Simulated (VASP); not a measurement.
Wanted: the native input for a VASP 6.6.1 run.

```
Task                   : single point
Functional             : PBEsol
Potentials or basis    : VASP PAW PBE potentials, release 64 (Au)
Cutoff                 : 520 eV
k mesh                 : 18 × 18 × 18
Occupations            : gaussian, width 0.1 eV
Spin                   : no spin polarisation
Dipole correction      : no
Further INCAR settings : ALGO = Normal; EDIFF = 1e-07; NBANDS = 12
```

The structure of Au lies in POSCAR:

```
Au
1.0
    0.0000000000      1.9609186984      1.9609186984
    1.9609186984      0.0000000000      1.9609186984
    1.9609186984      1.9609186984      0.0000000000
Au
1
Direct
    0.0000000000      0.0000000000      0.0000000000
```

One way to write it, as run:

INCAR

```
SYSTEM = Au
PREC     = Accurate       ! precision mode
ENCUT    = 520            ! plane-wave cutoff, eV
EDIFF    = 1E-7           ! SCF threshold, eV
ISMEAR   = 0              ! smearing method
SIGMA    = 0.1            ! smearing width, eV
LREAL    = .False.        ! projectors in reciprocal space
LASPH    = .True.         ! aspherical terms in the spheres
NELM     = 60             ! most SCF steps
ALGO     = Normal         ! electronic algorithm
ISIF     = 2              ! what is computed and relaxed
LWAVE    = .False.        ! write WAVECAR
LCHARG   = .False.        ! write CHGCAR
GGA      = PS             ! functional
NBANDS   = 12             ! bands
```

KPOINTS

```
Automatic mesh
0
Gamma
  18 18 18
  0 0 0
```

Potentials or basis: VASP PAW PBE potentials, release 64 (Au).

Launch:

```sh
$ cat potpaw_PBE.64/Au/POTCAR > POTCAR
$ mpirun -np 1 vasp_std > vasp.out
```

Results of the run:

```json
{
  "Pressure": "29.6 GPa"
}
```

Caveat: the PAW data sets were made with another functional, which shifts forces and pressure a little.

It took 14 s on 1 thread of Intel(R) Xeon(R) Platinum 8559C (Emerald Rapids), on a shared host, peak memory 0.16 GiB.
